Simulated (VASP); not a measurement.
Set up this calculation in VASP 6.6.1, as the native input.

* Task: relaxation of cell and atoms
* Functional: PBE
* Potentials or basis: VASP PAW PBE potentials, release 64 (Al, Ge_d, Ru_pv)
* Cutoff: 600 eV
* k mesh: 12 × 12 × 4
* Occupations: gaussian, width 0.1 eV
* Spin: no spin polarisation
* Dipole correction: no
* Further INCAR settings: ALGO = Fast; EDIFF = 1e-06; IBRION = 2; EDIFFG = -0.01; NSW = 100; ISIF = 3

The structure of Al3Ge2Ru lies in POSCAR:

```
Al3Ge2Ru
1.0
    3.2264993410      0.0000000000      0.0000000000
    0.0000000000      3.2264993410      0.0000000000
    0.0000000000      0.0000000000      9.1142906229
Al Ge Ru
3 2 1
Direct
    0.5000000000      0.5000000000      0.1461660532
    0.5000000000      0.5000000000      0.5000000000
    0.5000000000      0.5000000000      0.8538339468
    0.0000000000      0.0000000000      0.3200801965
    0.0000000000      0.0000000000      0.6799198035
    0.0000000000      0.0000000000      0.0000000000
```

The cell was built from a structure type or drawn by symmetry, and may not be a known phase.

The input as run:

INCAR

```
ALGO     = Fast           # electronic algorithm
EDIFF    = 1E-6           # SCF threshold, eV
EDIFFG   = -0.01          # ionic threshold
ENCUT    = 600            # plane-wave cutoff, eV
GGA      = PE             # functional
IBRION   = 2              # ionic algorithm
ISIF     = 3              # what is computed and relaxed
ISMEAR   = 0              # smearing method
LASPH    = True           # aspherical terms in the spheres
LCHARG   = False          # write CHGCAR
LREAL    = False          # projectors in reciprocal space
LWAVE    = False          # write WAVECAR
NELM     = 100            # most SCF steps
NSW      = 100            # ionic steps
PREC     = Accurate       # precision mode
SIGMA    = 0.1            # smearing width, eV
```

KPOINTS

```
k-points
0
Gamma
  12 12 4
```

Potentials or basis: VASP PAW PBE potentials, release 64 (Al, Ge_d, Ru_pv).

Command:

```console
$ cat potpaw_PBE.64/Al/POTCAR potpaw_PBE.64/Ge_d/POTCAR potpaw_PBE.64/Ru_pv/POTCAR > POTCAR
$ mpirun -np 1 vasp_std > vasp.out
```

It gave:

| Quantity | Value |
| --- | --- |
| Relaxed volume | 16.15 Å³/atom |
| Relaxed cell | a = 3.122 Å, b = 3.122 Å, c = 9.941 Å, α = 90.00°, β = 90.00°, γ = 90.00° |
| Space group after relaxing (to 0.1 Å) | P4/mmm (No. 123) |
| Energy gained by relaxing | 20.6 meV/atom |
| Ionic steps | 36 |
| Pressure after relaxing | -0.1 GPa |
| Largest force after relaxing | 0.005 eV/Å |
| Band gap on the k mesh | zero (an odd number of electrons rules out a gap without spin polarisation) |

Run time: 45 min on 1 thread of Intel(R) Xeon(R) 6975P-C (Granite Rapids), with other jobs on the host, peak memory 0.47 GiB.
